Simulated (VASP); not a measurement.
# Pd (P6_3/mmc) in VASP: notebook

Pd is run at these levels: PBE; tasks: single point.

All numbers are computed with VASP 6.6.1; they aren't measurements. Logs are shortened: lines on timing, memory, paths and dates and some standing lists are left out, and cuts for length are marked.

## (1) The cell of the first run

It takes space group P6_3/mmc (No. 194, hexagonal). The conventional cell has a = 2.856 Å, b = 2.856 Å, c = 9.413 Å, α = 90.00°, β = 90.00°, γ = 120.00°. Within 3.8 Å of Pd (site symmetry -3m) lie 12 Pd at 2.86 to 2.87 Å. Within 3.8 Å of Pd (site symmetry -6m2) lie 12 Pd at 2.86 to 2.87 Å.

This isn't the form of Pd at room conditions, which is fcc.

## (2) Single point, PBE (16.62 Å³/atom)

Contents of INCAR:

```
ALGO     = Normal         # electronic algorithm
EDIFF    = 1E-7           # SCF threshold, eV
ENCUT    = 520            # plane-wave cutoff, eV
GGA      = PE             # functional
ISIF     = 2              # what is computed and relaxed
ISMEAR   = -1             # smearing method
LASPH    = T              # aspherical terms in the spheres
LCHARG   = F              # write CHGCAR
LREAL    = F              # projectors in reciprocal space
LWAVE    = F              # write WAVECAR
NBANDS   = 28             # bands
NELM     = 80             # most SCF steps
PREC     = Accurate       # precision mode
SIGMA    = 0.1            # smearing width, eV
```

Contents of KPOINTS:

```
k-points
0
Gamma
  17 17 5
```

Contents of POSCAR:

```
Pd
1.0
    2.8560497560      0.0000000000      0.0000000000
   -1.4280248780      2.4734116432      0.0000000000
    0.0000000000      0.0000000000      9.4131619150
Pd
4
Direct
    0.0000000000      0.0000000000      1.0000000000
    0.0000000000      1.0000000000      0.5000000000
    0.3333333333      0.6666666667      0.2500000000
    0.6666666667      0.3333333333      0.7500000000
```

Potentials or basis: VASP PAW PBE potentials, release 64 (Pd).

Command:

```bash
cat potpaw_PBE.64/Pd/POTCAR > POTCAR
mpirun -np 1 vasp_std > vasp.out
```

OUTCAR:

```text
EDIFF = 1E-7
   ENCUT = 520
   GGA = PE
   ISIF = 2
   ISMEAR = -1
   LASPH = T
   LREAL = F
   NELM = 80
   PREC = Accurate

 ion  position               nearest neighbor table
   1  0.000  0.000  0.000-   3 2.87   4 2.87   4 2.87   3 2.87   4 2.87   3 2.87
   2  0.000  0.000  0.500-   3 2.87   4 2.87   4 2.87   3 2.87   4 2.87   3 2.87
   3  0.333  0.667  0.250-   1 2.87   2 2.87   1 2.87   2 2.87   1 2.87   2 2.87
   4  0.667  0.333  0.750-   1 2.87   2 2.87   1 2.87   2 2.87   1 2.87   2 2.87

  LATTYP: Found a hexagonal cell.
 ALAT       =     2.8560497560
 C/A-ratio  =     3.2958676211

  Lattice vectors:

 A1 = (   2.8560497560,   0.0000000000,   0.0000000000)
 A2 = (  -1.4280248780,   2.4734116432,   0.0000000000)
 A3 = (   0.0000000000,   0.0000000000,   9.4131619150)

Analysis of symmetry for initial positions (statically):
=====================================================================
 Subroutine PRICEL returns:
 Original cell was already a primitive cell.

 Routine SETGRP: Setting up the symmetry group for a
 hexagonal supercell.

 Subroutine GETGRP returns: Found 24 space group operations
 (whereof 12 operations were pure point group operations)
 out of a pool of 24 trial point group operations.

The static configuration has the point symmetry D_3d.
 The point group associated with its full space group is D_6h.

Analysis of symmetry for dynamics (positions and initial velocities):
=====================================================================
 Subroutine PRICEL returns:
 Original cell was already a primitive cell.

 Routine SETGRP: Setting up the symmetry group for a
 hexagonal supercell.

 Subroutine GETGRP returns: Found 24 space group operations
 (whereof 12 operations were pure point group operations)
 out of a pool of 24 trial point group operations.

The dynamic configuration has the point symmetry D_3d.
 The point group associated with its full space group is D_6h.

 Subroutine INISYM returns: Found 24 space group operations
 (whereof 12 operations are pure point group operations),
 and found     1 'primitive' translations

----------------------------------------------------------------------------------------

                                     Primitive cell

  volume of cell :      66.4963

  direct lattice vectors                    reciprocal lattice vectors
     2.856049756  0.000000000  0.000000000     0.350133956  0.202149934  0.000000000
    -1.428024878  2.473411643  0.000000000     0.000000000  0.404299868  0.000000000
     0.000000000  0.000000000  9.413161915     0.000000000  0.000000000  0.106234229

  length of vectors
     2.856049756  2.856049756  9.413161915     0.404299868  0.404299868  0.106234229

  position of ions in fractional coordinates (direct lattice)
     0.000000000  0.000000000  0.000000000
     0.000000000  0.000000000  0.500000000
     0.333333333  0.666666667  0.250000000
     0.666666667  0.333333333  0.750000000

  ion indices of the primitive-cell ions
   primitive index   ion index
                 1           1
                 2           2
                 3           3
                 4           4

----------------------------------------------------------------------------------------

 KPOINTS: k-points

Automatic generation of k-mesh.
 Grid dimensions read from file:
 generate k-points for:   17   17    5

 Generating k-lattice:

  Cartesian coordinates                     Fractional coordinates (reciprocal lattice)
     0.020596115  0.011891173  0.000000000     0.058823529 -0.000000000  0.000000000
     0.000000000  0.023782345  0.000000000     0.000000000  0.058823529  0.000000000
     0.000000000  0.000000000  0.021246846     0.000000000  0.000000000  0.200000000

  Length of vectors
     0.023782345  0.023782345  0.021246846

  Shift w.r.t. Gamma in fractional coordinates (k-lattice)
     0.000000000  0.000000000  0.000000000

 Subroutine IBZKPT returns following result:
 ===========================================

 Found     99 irreducible k-points:

 Following reciprocal coordinates:
            Coordinates               Weight
  0.000000  0.000000  0.000000      1.000000
  0.058824  0.000000  0.000000      6.000000
  0.117647 -0.000000  0.000000      6.000000
  0.176471 -0.000000  0.000000      6.000000
  0.235294 -0.000000  0.000000      6.000000
  0.294118 -0.000000  0.000000      6.000000
[... 16 lines left out ...]
  0.411765  0.117647  0.000000     12.000000
  0.176471  0.176471  0.000000      6.000000
 [... further k-points ...]
   k-points           NKPTS =     99   k-points in BZ     NKDIM =     99   number of bands    NBANDS=     28
   number of dos      NEDOS =    301   number of ions     NIONS =      4
   total plane-waves  NPLWV =  40320
   dimension x,y,z NGX =    24 NGY =   24 NGZ =   70
   dimension x,y,z NGXF=    48 NGYF=   48 NGZF=  140
   ions per type =               4
   NGX,Y,Z   is equivalent  to a cutoff of  13.97, 13.97, 12.36 a.u.
   NGXF,Y,Z  is equivalent  to a cutoff of  27.94, 27.94, 24.73 a.u.
 SYSTEM =  unknown system
   PREC   = accura    normal or accurate (medium, high low for compatibility)
   ISTART =      0    job   : 0-new  1-cont  2-samecut
   ICHARG =      2    charge: 1-file 2-atom 10-const
   ISPIN  =      1    spin polarized calculation?
   LNONCOLLINEAR =      F non collinear calculations
   LSORBIT =      F    spin-orbit coupling
   LASPH  =      T    aspherical Exc in radial PAW
   ENCUT  =  520.0 eV  38.22 Ry    6.18 a.u.   5.31  5.31 17.50*2*pi/ulx,y,z
   NELM   =     80;   NELMIN=  2; NELMDL= -5     # of ELM steps
   EDIFF  = 0.1E-06   stopping-criterion for ELM
   LREAL  =      F    real-space projection
   EDIFFG = 0.1E-05   stopping-criterion for IOM
   NSW    =      0    number of steps for IOM
   IBRION =     -1    ionic relax: 0-MD 1-quasi-New 2-CG
   NFREE  =      0    steps in history (QN), initial steepest desc. (CG)
   ISIF   =      2    stress and relaxation
   ISYM   =      2    0-nonsym 1-usesym 2-fastsym
   POTIM  = 0.5000    time-step for ionic-motion
   TEBEG  =    0.0;   TEEND  =   0.0 temperature during run
   PSTRESS=    0.0 pullay stress
   NELECT =      40.0000    total number of electrons
   NUPDOWN=      -1.0000    fix difference up-down
   EMIN   =  10.00;   EMAX   =-10.00  energy-range for DOS
   EFERMI =   0.00;   METHOD = LEGACY
   ISMEAR =    -1;   SIGMA  =   0.10  broadening in eV -4-tet -1-fermi 0-gaus
   EFERMI_NEDOS =   21; number of points for ismear=-14 and -15
   IALGO  =     38    algorithm
   IMIX   =      4    mixing-type and parameters
     AMIX     =   0.40;   BMIX     =  1.00
     AMIX_MAG =   1.60;   BMIX_MAG =  1.00
  volume/ion in A,a.u.               =      16.62       112.18
  Fermi-wavevector in a.u.,A,eV,Ry     =   1.381960  2.611526 25.984604  1.909815
  Thomas-Fermi vector in A             =   2.506696
   LORBIT       =      0    0 simple, 1 ext, 2 COOP (PROOUT), +10 PAW based schemes
   GGA     = PE    functional components
   LHFCALC =     F    Hartree Fock is set to
   AEXX    =    0.0000 exact exchange contribution
   IVDW    =     0    specifies the selected vdW correction
   LEPSILON=     F    determine dielectric tensor
   LRPA    =     F    only Hartree local field effects (RPA)
 non-spin polarized calculation
  energy-cutoff  :      520.00
  volume of cell :       66.50
 maximum number of plane-waves:      1817
 NGX is ok and might be reduce to    24
   NGX = 11   NGY = 11   NGZ = 35

 number of electron      39.9999988 magnetization

 Free energy of the ion-electron system (eV)
  ---------------------------------------------------
  ext. energy  EPLUGINS =         0.00000000
  ---------------------------------------------------
  free energy    TOTEN  =       -20.78397504 eV

  energy without entropy =      -20.48878911  energy(sigma->0) =      -20.63638207

 E-fermi :   7.9238     XC(G=0): -12.4504

 val. band max:        7.9206856669   @ k =   0.4706  -0.0000   0.2000
 cond. band min:       7.9298106943   @ k =   0.4118   0.0588   0.0000
 fundamental gap:      0.0091250273
 Fermi energy:         7.9238484254

 k-point     1 :       0.0000    0.0000    0.0000
  band No.  band energies     occupation
      1       1.6404      2.00000
      2       3.1867      2.00000
      3       3.1925      2.00000
      4       3.4601      2.00000
      5       5.5108      2.00000
      6       5.5185      2.00000
[... 20 lines left out ...]
     27      21.2732      0.00000
     28      24.6800      0.00000

 k-point     2 :       0.0588    0.0000    0.0000
  band No.  band energies     occupation
      1       1.7423      2.00000
      2       3.2788      2.00000
      3       3.2851      2.00000
      4       3.5320      2.00000
      5       5.3582      2.00000
      6       5.4693      2.00000
[... 20 lines left out ...]
     27      21.3394      0.00000
     28      24.6746      0.00000

 k-point     3 :       0.1176   -0.0000    0.0000
  band No.  band energies     occupation
      1       2.0388      2.00000
      2       3.5324      2.00000
      3       3.5413      2.00000
      4       3.7308      2.00000
      5       5.0973      2.00000
      6       5.2696      2.00000
[... 20 lines left out ...]
     27      21.5319      0.00000
     28      24.1284      0.00000

 k-point     4 :       0.1765   -0.0000    0.0000
  band No.  band energies     occupation
      1       2.4976      2.00000
      2       3.8352      2.00000
      3       3.8665      2.00000
      4       4.0116      2.00000
      5       4.8517      2.00000
      6       5.0430      2.00000
[... 20 lines left out ...]
     27      21.8299      0.00000
     28      22.3963      0.00000

 k-point     5 :       0.2353   -0.0000    0.0000
  band No.  band energies     occupation
      1       3.0405      2.00000
      2       3.9615      2.00000
      3       4.0259      2.00000
      4       4.2313      2.00000
      5       4.7266      2.00000
      6       4.8388      2.00000
[... 20 lines left out ...]
     27      21.7550      0.00000
     28      21.9572      0.00000

 k-point     6 :       0.2941   -0.0000    0.0000
  band No.  band energies     occupation
      1       3.4813      2.00000
      2       3.9093      2.00000
      3       3.9160      2.00000
      4       4.2120      2.00000
      5       4.6379      2.00000
      6       4.6558      2.00000
[... 463 lines left out ...]
      5       4.6141      2.00000
      6       4.6458      2.00000
[... 20 lines left out ...]
     27      18.4036      0.00000
     28      18.6037      0.00000

 k-point    22 :       0.3529    0.1176    0.0000
  band No.  band energies     occupation
      1       3.7238      2.00000
      2       3.7240      2.00000
      3       3.9214      2.00000
      4       4.3802      2.00000
      5       4.5065      2.00000
      6       4.7183      2.00000
[... 20 lines left out ...]
     27      17.1798      0.00000
     28      17.6959      0.00000

 k-point    23 :       0.4118    0.1176    0.0000
  band No.  band energies     occupation
      1       3.6364      2.00000
      2       3.6741      2.00000
      3       3.8476      2.00000
      4       4.3144      2.00000
      5       4.4395      2.00000
      6       4.7206      2.00000
[... 20 lines left out ...]
     27      17.6340      0.00000
     28      18.2603      0.00000

 k-point    24 :       0.1765    0.1765    0.0000
  band No.  band energies     occupation
      1       3.8287      2.00000
      2       4.1825      2.00000
      3       4.2228      2.00000
      4       4.5191      2.00000
      5       4.6619      2.00000
      6       4.6856      2.00000
[... 20 lines left out ...]
     27      19.5435      0.00000
     28      21.2473      0.00000

 [... further k-points ...]

------------------------ aborting loop because EDIFF is reached ----------------------------------------

  FORCE on cell =-STRESS in cart. coord.  units (eV):
  Direction    XX          YY          ZZ          XY          YZ          ZX
  --------------------------------------------------------------------------------------
  -------------------------------------------------------------------------------------
  Total       -4.3184970     -4.3184970     -4.4248821      0.0000000     -0.0000000      0.0000000
  in kB     -104.0508189   -104.0508189   -106.6140860      0.0000000     -0.0000000      0.0000000
  external PRESSURE =    -104.9052413 kB  Pullay stress =       0.0000000 kB

 VOLUME and BASIS-vectors are now :
 -----------------------------------------------------------------------------
  energy-cutoff  :      520.00
  volume of cell :       66.50
      direct lattice vectors                 reciprocal lattice vectors
     2.856049756  0.000000000  0.000000000     0.350133956  0.202149934  0.000000000
    -1.428024878  2.473411643  0.000000000     0.000000000  0.404299868  0.000000000
     0.000000000  0.000000000  9.413161915     0.000000000  0.000000000  0.106234229

 POSITION                                       TOTAL-FORCE (eV/Angst)
 -----------------------------------------------------------------------------------
      0.00000      0.00000      0.00000        -0.000000      0.000000      0.000000
      0.00000      0.00000      4.70658        -0.000000      0.000000      0.000000
     -0.00000      1.64894      2.35329         0.000000     -0.000000     -0.000000
      1.42802      0.82447      7.05987        -0.000000      0.000000      0.000000
 -----------------------------------------------------------------------------------
    total drift:                               -0.000000      0.000000      0.000000

  FREE ENERGIE OF THE ION-ELECTRON SYSTEM (eV)
  ---------------------------------------------------
  free  energy   TOTEN  =       -20.7839750353 eV

  energy  without entropy=      -20.4887891142  energy(sigma->0) =      -20.63638207
```

Run time: 94 s. Hardware: 1 thread of Intel Xeon 6975P-C (Granite Rapids), shared host; peak memory 0.28 GiB.

What came out:

```
Free energy            : -20.7840 eV
Pressure               : -10.5 GPa
Band gap on the k mesh : zero (bands 20 and 21 overlap by 0.77 eV)
```

Stress tensor (GPa, compression positive):
```
-10.41   0.00   0.00
  0.00 -10.41   0.00
  0.00   0.00 -10.66
```

Levels at points of the mesh, in eV from the Fermi level:
```csv
k point,band 18,band 19,band 20,band 21,band 22,band 23
"(0.00, 0.00, 0.00)",-0.90,-0.90,-0.61,-0.61,-0.14,-0.14
```

Caveat: the cell stands under tension.

## (3) Single point, PBE, collinear spin (15.36 Å³/atom)

This run uses another cell than the first one, of 15.36 Å³/atom.

Contents of INCAR:

```
ALGO = Normal
EDIFF = 1E-7
ENCUT = 520
GGA = PE
ISIF = 2
ISMEAR = -1
ISPIN = 2
LASPH = T
LCHARG = F
LMAXMIX = 4
LORBIT = 11
LREAL = F
LWAVE = F
MAGMOM = 0.35 0.35 0.354 0.354
NBANDS = 32
NELM = 150
PREC = Accurate
SIGMA = 0.05
```

Contents of KPOINTS:

```
k-points
0
Gamma
  15 15 4
```

Contents of POSCAR:

```
Pd
1.0
    2.7788353415      0.0000000000      0.0000000000
   -1.3894176707      2.4065419986      0.0000000000
    0.0000000000      0.0000000000      9.1902525438
Pd
4
Direct
    0.0000000000      1.0000000000      0.0000000000
    1.0000000000      1.0000000000      0.5000000000
    0.3333333333      0.6666666667      0.2500000000
    0.6666666667      0.3333333333      0.7500000000
```

Potentials or basis: VASP PAW PBE potentials, release 64 (Pd).

Command:

```bash
cat potpaw_PBE.64/Pd/POTCAR > POTCAR
mpirun -np 1 vasp_std > vasp.out
```

Run time: 3.7 min. Hardware: 1 thread of Intel Xeon 6975P-C (Granite Rapids), shared host; peak memory 0.36 GiB.

The run converged. Its results:

```
Free energy                                           : -20.8602 eV
Pressure                                              : -0.2 GPa
Net moment                                            : 0.96 μB per cell
Site moments                                          : Pd +0.24 μB
Valence electrons inside the program's atomic spheres : Pd 9.36
```

Stress tensor (GPa, compression positive):
```
-0.02  0.00  0.00
 0.00 -0.02  0.00
 0.00  0.00 -0.60
```

Levels at points of the mesh, in eV from the Fermi level:
Spin up:
```tsv
k point	band 18	band 19	band 20	band 21	band 22	band 23
(0.00, 0.00, 0.00)	-1.08	-1.08	-0.76	-0.76	-0.23	-0.23
(0.00, 0.00, 0.50)	-1.30	-0.87	-0.87	-0.45	-0.45	-0.45
```
Spin down:
| k point | band 18 | band 19 | band 20 | band 21 | band 22 | band 23 |
| --- | --- | --- | --- | --- | --- | --- |
| (0.00, 0.00, 0.00) | -0.91 | -0.91 | -0.58 | -0.58 | -0.04 | -0.04 |
| (0.00, 0.00, 0.50) | -1.14 | -0.82 | -0.82 | -0.27 | -0.27 | -0.27 |

Caveat: a moment this small can come from the mesh or the smearing.

(Continued in part 2 of 2.)
